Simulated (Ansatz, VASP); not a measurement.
## Zr: VASP beside Ansatz

File INCAR:

```
SYSTEM = Zr
  ALGO = Normal
  EDIFF = 1E-8
  ENCUT = 520
  GGA = PS
  ISIF = 2
  ISMEAR = -1
  LASPH = .TRUE.
  LCHARG = .FALSE.
  LEFG = .TRUE.
  LREAL = .FALSE.
  LWAVE = .FALSE.
  NBANDS = 12
  NELM = 60
  PREC = Accurate
  SIGMA = 0.08
```

File KPOINTS:

```
k-points
0
G
  14 14 14
  0 0 0
```

File POSCAR:

```
Zr
1.0
   -1.7947891968      1.7947891968      1.7947891968
    1.7947891968     -1.7947891968      1.7947891968
    1.7947891968      1.7947891968     -1.7947891968
Zr
1
Direct
    0.0000000000      0.0000000000      0.0000000000
```

Input for Ansatz:

```yaml
crystal:
  lattice:
    - [-1.7947891968, 1.7947891968, 1.7947891968]
    - [1.7947891968, -1.7947891968, 1.7947891968]
    - [1.7947891968, 1.7947891968, -1.7947891968]
  atoms:
    - { symbol: Zr, position: [0.0, 0.0, 0.0] }
kpoints:
  mp_grid: { grid: [14, 14, 14] }
scf:
  occupations: { method: fermi_dirac, width: 0.08 }
hamiltonian:
  xc: pbesol
  pseudopotentials: { kind: paw }
output:
  forces: true
  stress: true
  eigenvalues: true
  efg: { contact_densities: true }
  write_density: true
  write_potential: true
  elf: true
  volumetric_format: npy
```

Change from the starting cell: volume scaled by 0.975, PAW files.

Alike in both runs: task electric field gradients; functional PBEsol; k mesh 14 × 14 × 14; occupations fermi-dirac, width 0.08 eV; no spin polarisation.

```csv
,VASP,Ansatz
version,VASP 6.6.1,Ansatz 0.2.0
potentials or method,"VASP PAW PBE potentials, release 64 (Zr_sv)","PAW with Ansatz's default frozen-core files, scalar-relativistic"
plane-wave cutoff (eV),520,420
valence electrons in the cell,12,12
```

```csv
,VASP,Ansatz,Ansatz less VASP
pressure (GPa),-4.8,-4.8,-0.06
```

VASP's potentials were made for PBE, not for PBEsol. With one functional, cell and mesh, what is left measures potentials, basis and numerics.
